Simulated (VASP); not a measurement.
A run of VASP 6.6.1:

Contents of POSCAR:

```
LiF
1.0
    0.0000000000      1.9948691892      1.9948691892
    1.9948691892      0.0000000000      1.9948691892
    1.9948691892      1.9948691892      0.0000000000
Li F
1 1
Direct
    0.0000000000      0.0000000000      0.0000000000
    0.5000000000      0.5000000000      0.5000000000
```

File INCAR.step1:

```
PREC     = Accurate       # precision mode
ENCUT    = 520            # plane-wave cutoff, eV
EDIFF    = 1E-5           # SCF threshold, eV
ISMEAR   = 0              # smearing method
SIGMA    = 0.01           # smearing width, eV
LREAL    = F              # projectors in reciprocal space
LASPH    = T              # aspherical terms in the spheres
NELM     = 60             # most SCF steps
ALGO     = Normal         # electronic algorithm
ISIF     = 2              # what is computed and relaxed
LWAVE    = T              # write WAVECAR
GGA      = PE             # functional
NBANDS   = 12             # bands
```

INCAR.step2

```
PREC     = Accurate       # precision mode
ENCUT    = 520            # plane-wave cutoff, eV
EDIFF    = 1E-7           # SCF threshold, eV
ISMEAR   = 0              # smearing method
SIGMA    = 0.01           # smearing width, eV
LREAL    = F              # projectors in reciprocal space
LASPH    = T              # aspherical terms in the spheres
NELM     = 60             # most SCF steps
ALGO     = Normal         # electronic algorithm
ISIF     = 2              # what is computed and relaxed
LWAVE    = F              # write WAVECAR
LCHARG   = T              # write CHGCAR
METAGGA  = R2SCAN         # meta-GGA
LHFCALC  = T              # exact exchange
AEXX     = 0.25           # exact-exchange fraction
LMIXTAU  = T            
PRECFOCK = Normal       
LELF     = T              # ELF
LVHAR    = T            
ISTART   = 1            
NBANDS   = 12             # bands
```

The input KPOINTS:

```
Automatic mesh
0
Gamma
  8 8 8
```

Potentials or basis: VASP PAW PBE potentials, release 64 (Li_sv, F).

Run with:

```console
$ cat potpaw_PBE.64/Li_sv/POTCAR potpaw_PBE.64/F/POTCAR > POTCAR
$ cp INCAR.step1 INCAR
$ mpirun -np 1 vasp_std > vasp.out
$ cp INCAR.step2 INCAR
$ mpirun -np 1 vasp_std > vasp.out
```

Hardware: 1 thread of AMD EPYC 7R43 64-Core Processor (Zen 3), with other jobs on the host.

Question: Estimate the wall time of this run.

Answer: Wall time 35 min on 1 thread of AMD EPYC 7R43 64-Core Processor (Zen 3), on a shared host, peak memory 0.11 GiB. Counts: k points 29.
